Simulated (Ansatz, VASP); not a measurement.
## W: VASP beside Ansatz

```xyz
1
Lattice="-1.5922 1.5922 1.5922 1.5922 -1.5922 1.5922 1.5922 1.5922 -1.5922" Properties=species:S:1:pos:R:3 pbc="T T T"
W     0.0000    0.0000    0.0000
```

Alike in both runs: task single point; functional PBE; k mesh 14 × 14 × 14; occupations methfessel-paxton of order 1, width 1 eV; no spin polarisation.

|  | VASP | Ansatz |
| --- | --- | --- |
| version | VASP 6.6.1 | Ansatz 0.2.0 |
| potentials or method | VASP PAW PBE potentials, release 64 (W_sv), cutoff 520 eV | plane waves (420 eV) with PAW, scalar-relativistic |
| valence electrons in the cell | 14 | 14 |

Ansatz gave:

* pressure (GPa): -0.8

Estimate VASP's values.

pressure (GPa): -0.3.

Neither program's run includes spin-orbit coupling.
